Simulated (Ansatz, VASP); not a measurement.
# Ta: VASP beside Ansatz

```xyz
2
Lattice="2.9004 0.0000 0.0000 -1.4502 2.5118 0.0000 0.0000 0.0000 5.2179" Properties=species:S:1:pos:R:3 pbc="T T T"
Ta    1.4502    0.8373    3.9135
Ta    0.0000    1.6745    1.3045
```

Change from the starting cell: strain +0.0100 x Voigt [0, 0, 1, 0, 0, 0], atoms carried along.

Alike in both runs: task single point; functional PBEsol; k mesh 18 × 18 × 10; occupations gaussian, width 0.15 eV; no spin polarisation.

```csv
,VASP,Ansatz
version,VASP 6.6.1,Ansatz 0.2.0
potentials or method,"VASP PAW PBE potentials, release 64 (Ta_pv), cutoff 520 eV","scalar-relativistic, plane waves, PAW"
valence electrons in the cell,22,26
```

|  | VASP | Ansatz | Ansatz less VASP |
| --- | --- | --- | --- |
| gap on the k mesh at the Fermi level (eV) | none | none | - |
| pressure (GPa) | -8.6 | -8.7 | -0.08 |
| traceless stress, the component that is largest in VASP (GPa) | -1.07 | -1.06 | +0.003 |

VASP's potentials were made for PBE, not for PBEsol. A gap of «none» marks a metal or a gap that the smearing closes. The functional is the same, so the differences come from potentials, cutoffs and numerics. VASP's potentials hold 22 valence electrons a cell and Ansatz's 26, so a difference there can come from the potentials and not from the codes.

Neither program's run includes spin-orbit coupling.
